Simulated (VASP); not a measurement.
# Al3InSb4 in VASP: further runs, part 2 of 2

VASP 6.6.1.

## Step 5: Single point, PBE

File INCAR:

```
ALGO = Normal
EDIFF = 1E-6
ENCUT = 520
GGA = PE
ISIF = 2
ISMEAR = 0
LASPH = T
LCHARG = F
LREAL = F
LWAVE = F
NBANDS = 31
NELM = 60
PREC = Accurate
SIGMA = 0.02
```

File KPOINTS:

```
k-points
0
Gamma
  6 4 4
```

File POSCAR:

```
Al3InSb4
1.0
    4.4720610000      0.0000000000      0.0000000000
    0.0000000000      8.9406601000      0.0000000000
    0.0000000000      0.0000000000      6.3172420000
Al In Sb
3 1 4
Direct
    0.0000000000      0.0000000000      0.9995460000
    0.5000000000      0.2433240000      0.4999700000
    0.5000000000      0.7566760000      0.4999700000
    0.0000000000      0.5000000000      0.9999550000
    0.5000000000      0.0000000000      0.2430430000
    0.0000000000      0.2387730000      0.7411900000
    0.5000000000      0.5000000000      0.2751360000
    0.0000000000      0.7612270000      0.7411900000
```

Potentials or basis: VASP PAW PBE potentials, release 64 (Al, In_d, Sb).

Run with:

```sh
> cat potpaw_PBE.64/Al/POTCAR potpaw_PBE.64/In_d/POTCAR potpaw_PBE.64/Sb/POTCAR > POTCAR
> mpirun -np 1 vasp_std > vasp.out
```

OUTCAR:

```text
EDIFF = 1E-6
   ENCUT = 520
   GGA = PE
   ISIF = 2
   ISMEAR = 0
   LASPH = T
   LREAL = F
   NELM = 60
   PREC = Accurate

 ion  position               nearest neighbor table
   1  0.000  0.000  1.000-   6 2.69   8 2.69   5 2.71   5 2.71
   2  0.500  0.243  0.500-   7 2.70   6 2.71   6 2.71   5 2.71
   3  0.500  0.757  0.500-   7 2.70   8 2.71   8 2.71   5 2.71
   4  0.000  0.500  1.000-   7 2.83   7 2.83   8 2.85   6 2.85
   5  0.500  0.000  0.243-   1 2.71   1 2.71   3 2.71   2 2.71
   6  0.000  0.239  0.741-   1 2.69   2 2.71   2 2.71   4 2.85
   7  0.500  0.500  0.275-   2 2.70   3 2.70   4 2.83   4 2.83
   8  0.000  0.761  0.741-   1 2.69   3 2.71   3 2.71   4 2.85

  LATTYP: Found a simple orthorhombic cell.
 ALAT       =     4.4720610000
 B/A-ratio  =     1.4126019301
 C/A-ratio  =     1.9992258827

  Lattice vectors:

 A1 = (  -4.4720610000,   0.0000000000,   0.0000000000)
 A2 = (   0.0000000000,   0.0000000000,   6.3172420000)
 A3 = (   0.0000000000,   8.9406601000,   0.0000000000)

Analysis of symmetry for initial positions (statically):
[... 194 lines left out ...]
  band No.  band energies     occupation
      1      -9.8911      2.00000
      2      -9.8662      2.00000
      3      -9.8497      2.00000
      4      -9.7982      2.00000
      5      -9.7980      2.00000
      6      -6.0095      2.00000
[... 805 lines left out ...]
     30       9.3660      0.00000
     31       9.3761      0.00000

 [... further k-points ...]

------------------------ aborting loop because EDIFF is reached ----------------------------------------

  FORCE on cell =-STRESS in cart. coord.  units (eV):
  Direction    XX          YY          ZZ          XY          YZ          ZX
  --------------------------------------------------------------------------------------
  -------------------------------------------------------------------------------------
  Total        0.1717476      0.1812298      0.1838999      0.0000000      0.0000000      0.0000000
  in kB        1.0894225      1.1495696      1.1665068      0.0000000      0.0000000      0.0000000
  external PRESSURE =       1.1351663 kB  Pullay stress =       0.0000000 kB

 VOLUME and BASIS-vectors are now :
 -----------------------------------------------------------------------------
  energy-cutoff  :      520.00
  volume of cell :      252.58
      direct lattice vectors                 reciprocal lattice vectors
     4.472061000  0.000000000  0.000000000     0.223610546  0.000000000  0.000000000
     0.000000000  8.940660100  0.000000000     0.000000000  0.111848565  0.000000000
     0.000000000  0.000000000  6.317242000     0.000000000  0.000000000  0.158296928

 POSITION                                       TOTAL-FORCE (eV/Angst)
 -----------------------------------------------------------------------------------
      0.00000      0.00000      6.31437         0.000000      0.000000      0.003586
      2.23603      2.17548      3.15843         0.000000      0.000396      0.001121
      2.23603      6.76518      3.15843        -0.000000     -0.000396      0.001121
      0.00000      4.47033      6.31696         0.000000      0.000000      0.000294
      2.23603      0.00000      1.53536         0.000000      0.000000     -0.002715
      0.00000      2.13479      4.68228         0.000000      0.012015      0.006085
      2.23603      4.47033      1.73810         0.000000      0.000000     -0.015575
      0.00000      6.80587      4.68228         0.000000     -0.012015      0.006085
 -----------------------------------------------------------------------------------
    total drift:                               -0.000000      0.000000     -0.000121

  FREE ENERGIE OF THE ION-ELECTRON SYSTEM (eV)
  ---------------------------------------------------
  free  energy   TOTEN  =       -31.5359690160 eV

  energy  without entropy=      -31.5359690160  energy(sigma->0) =      -31.53596902
```

OSZICAR:

```text
N       E                     dE             d eps       ncg     rms          rms(c)
DAV:   1     0.239058713666E+03    0.23906E+03   -0.15032E+04  2232   0.112E+03
DAV:   2    -0.897759461535E+01   -0.24804E+03   -0.23701E+03  2500   0.245E+02
DAV:   3    -0.311348922688E+02   -0.22157E+02   -0.21865E+02  2859   0.813E+01
DAV:   4    -0.318528724142E+02   -0.71798E+00   -0.71689E+00  2718   0.171E+01
DAV:   5    -0.318872134157E+02   -0.34341E-01   -0.34339E-01  3404   0.371E+00    0.692E+00
DAV:   6    -0.315951118012E+02    0.29210E+00   -0.42360E-01  3114   0.520E+00    0.429E+00
DAV:   7    -0.315342482729E+02    0.60864E-01   -0.37531E-01  2961   0.307E+00    0.778E-01
DAV:   8    -0.315332934548E+02    0.95482E-03   -0.37103E-02  2915   0.146E+00    0.643E-01
DAV:   9    -0.315355619522E+02   -0.22685E-02   -0.52743E-03  2749   0.406E-01    0.895E-02
DAV:  10    -0.315357855524E+02   -0.22360E-03   -0.46991E-04  3038   0.193E-01    0.755E-02
DAV:  11    -0.315359181245E+02   -0.13257E-03   -0.12595E-04  2568   0.526E-02    0.233E-02
DAV:  12    -0.315359647290E+02   -0.46605E-04   -0.47153E-05  2528   0.282E-02    0.192E-02
DAV:  13    -0.315359689537E+02   -0.42247E-05   -0.86046E-06  2674   0.120E-02    0.801E-03
DAV:  14    -0.315359690160E+02   -0.62314E-07   -0.46627E-07  2057   0.412E-03
   1 F= -.31535969E+02 E0= -.31535969E+02  d E =-.213199E-16
```

Wall time 6.6 min (1 thread of AMD EPYC 7R13, shared host); peak memory 0.48 GiB.

Results:

| Quantity | Value |
| --- | --- |
| Free energy | -31.5360 eV |
| Pressure | 0.1 GPa |
| Largest force | 0.016 eV/Å |
| Band gap on the k mesh | 0.73 eV, direct |

Forces on the atoms (eV/Å):
```
Al   0.000  0.000  0.004
Al   0.000  0.000  0.001
Al   0.000  0.000  0.001
In   0.000  0.000  0.000
Sb   0.000  0.000 -0.003
Sb   0.000  0.012  0.006
Sb   0.000  0.000 -0.016
Sb   0.000 -0.012  0.006
```

Caveat: spin-orbit coupling is left out, which moves the levels of the heavy elements.

## Step 6: Overview

| cell | k mesh | smearing | gap on the mesh (eV) | pressure (GPa) | largest force (eV/Å) |
| --- | --- | --- | --- | --- | --- |
| a = 4.472, b = 6.317, c = 8.941 Å, 8 atoms | 4 × 2 × 2 | gaussian 0.1 eV | 0.73 | 0.1 | 0.03 |
| a = 4.496, b = 6.239, c = 8.998 Å, 8 atoms | 4 × 2 × 2 | gaussian 0.1 eV | 0.76 | 0.1 | 0.01 |
| a = 4.472, b = 8.941, c = 6.317 Å, 8 atoms | 4 × 2 × 4 | gaussian 0.1 eV | 0.73 | 0.2 | 0.03 |
| a = 4.472, b = 8.941, c = 6.317 Å, 8 atoms | 6 × 4 × 4 | gaussian 0.02 eV | 0.73 | 0.1 | 0.02 |

Alike in all rows: task single point; level PBE; potentials or basis VASP PAW PBE potentials, release 64 (Al, In_d, Sb); no spin polarisation; cutoff (eV) 520.

Caveats: some runs use coarse meshes; spin-orbit coupling is left out, which moves the levels of the heavy elements.

Total energies depend on the potentials used, so only differences within one code and one set of settings carry meaning.
